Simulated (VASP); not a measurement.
Here is a VASP 6.6.1 calculation.

INCAR

```
SYSTEM = Au
  PREC = Accurate
  ENCUT = 520
  EDIFF = 1E-6
  ISMEAR = -1
  SIGMA = 0.1
  LREAL = .False.
  LASPH = .True.
  NELM = 60
  ALGO = Normal
  ISIF = 2
  LWAVE = .False.
  LCHARG = .False.
  GGA = PS
  NBANDS = 30
```

File KPOINTS:

```
regular mesh
0
Gamma
  17 17 5
  0 0 0
```

File POSCAR:

```
Au
1.0
    2.8682990688      0.0000000000      0.0000000000
   -1.4341495344      2.4840198592      0.0000000000
    0.0000000000      0.0000000000      9.5538130339
Au
4
Direct
    0.0000000000      0.0000000000      1.0000000000
    0.0000000000      0.0000000000      0.5000000000
    0.3333333333      0.6666666667      0.2500000000
    0.6666666667      0.3333333333      0.7500000000
```

Potentials or basis: VASP PAW PBE potentials, release 64 (Au).

Command:

```sh
$ cat potpaw_PBE.64/Au/POTCAR > POTCAR
$ mpirun -np 1 vasp_std > vasp.out
```

Q: Estimate the pressure.

A: -0.3 GPa.

Q: What does it give for the band gap on the k mesh?

A: Zero (bands 22 and 23 overlap by 5.06 eV).

Stress tensor (GPa, compression positive):
```
-0.22  0.00  0.00
 0.00 -0.22  0.00
 0.00  0.00 -0.38
```

Caveat: the PAW data sets were made with another functional, which shifts forces and pressure a little; spin-orbit coupling is left out, which moves the levels of the heavy elements.
